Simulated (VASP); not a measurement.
A run of VASP 6.6.1 is set up as follows.

The input INCAR:

```
PREC = Accurate
ENCUT = 600
EDIFF = 1E-6
ISMEAR = 0
SIGMA = 0.1
LREAL = False
LASPH = True
NELM = 100
ALGO = Normal
ISIF = 3
LWAVE = False
LCHARG = False
GGA = PE
IBRION = 2
NSW = 90
EDIFFG = -0.04
```

File KPOINTS:

```
regular mesh
0
Gamma
  6 6 2
```

Contents of POSCAR:

```
Si4Cl
1.0
    3.4645666088      0.0000000000      0.0000000000
    0.0000000000      3.4645666088      0.0000000000
    0.0000000000      0.0000000000      9.6686568633
Si Cl
4 1
Direct
    0.5000000000      0.5000000000      0.5000000000
    0.5000000000      0.5000000000      0.0000000000
    0.5000000000      0.5000000000      0.7317517747
    0.5000000000      0.5000000000      0.2682482253
    0.0000000000      0.0000000000      0.0000000000
```

Potentials or basis: VASP PAW PBE potentials, release 64 (Si, Cl).

The run is started by

```sh
$ cat potpaw_PBE.64/Si/POTCAR potpaw_PBE.64/Cl/POTCAR > POTCAR
$ mpirun -np 1 vasp_std > vasp.out
```

(1) What does it give for the relaxed volume?

(2) What does it give for the band gap on the k mesh?

(3) Estimate the relaxed cell.

Answers

(1) 21.66 Å³/atom.

(2) zero (an odd number of electrons rules out a gap without spin polarisation).

(3) a = 3.276 Å, b = 3.276 Å, c = 10.088 Å, α = 90.00°, β = 90.00°, γ = 90.00°.

Caveat: an odd number of electrons without spin polarisation forces a metal; a magnetic or distorted state may lie lower.
